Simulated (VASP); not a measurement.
# HgP: single point with r2SCAN

Crystal: HgP.

```xyz
2
Lattice="0.0000 2.8722 2.8722 2.8722 0.0000 2.8722 2.8722 2.8722 0.0000" Properties=species:S:1:pos:R:3 pbc="T T T"
Hg    0.0000    0.0000    0.0000
P     1.4361    1.4361    1.4361
```

This cell differs from its parent crystal: volume scaled by 0.960.

| Property | Result |
| --- | --- |
| Program | VASP 6.6.1 |
| Task | single point |
| Functional | r2SCAN |
| Potentials or basis | VASP PAW PBE potentials, release 64 (Hg, P) |
| Cutoff | 520 eV |
| k mesh | 10 × 10 × 10 |
| Occupations | gaussian, width 0.05 eV |
| Spin | no spin polarisation |

| Quantity | Value |
| --- | --- |
| Pressure | 3.2 GPa |

Levels at points of the mesh, in eV from the Fermi level:
```
           k point  band 7  band 8  band 9  band 10  band 11  band 12
(0.00, 0.00, 0.00)    1.76    1.76    1.76     1.93     6.05     6.05
(0.50, 0.00, 0.00)   -5.56    0.28    0.28     2.93     7.06     7.06
(0.50, 0.50, 0.00)   -5.15   -1.59   -1.59     3.97     3.98    10.78
```

It took 110 s on 1 thread of Intel(R) Xeon(R) Platinum 8488C (Sapphire Rapids), with other jobs on the host, peak memory 0.19 GiB.

Caveat: the PAW data sets were made with another functional, which shifts forces and pressure a little; spin-orbit coupling is left out, which moves the levels of the heavy elements.
